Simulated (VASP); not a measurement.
Crystal: SrCl2.

```
Sr Cl
1.0
     4.40725    0.00000    0.00000
    -2.20362    3.81679    0.00000
     0.00000    0.00000    5.59606
Sr Cl
1 2
Cartesian
  0.0000 0.0000 0.0000
  0.0000 2.5445 1.3917
  2.2036 1.2723 4.2044
```

Base run:

* Program: VASP 6.6.1
* Functional: PBE
* Potentials or basis: VASP PAW PBE potentials, release 64 (Sr_sv, Cl)
* Cutoff: 520 eV
* k mesh: 6 × 6 × 4
* Occupations: gaussian, width 0.01 eV
* Spin: no spin polarisation

Its results: band gap on the k mesh 5.16 eV; pressure 1.3 GPa; largest force 0.024 eV/Å.

**Question.** The run is repeated on the same cell with these changes: functional from PBE to r2SCAN. What comes out?

**Answer.** Band gap on the k mesh 5.79 eV; pressure 0.7 GPa; largest force 0.014 eV/Å.

Caveats: the PAW data sets were made with another functional, which shifts forces and pressure a little (at least some runs).

A k mesh can miss the band edges.
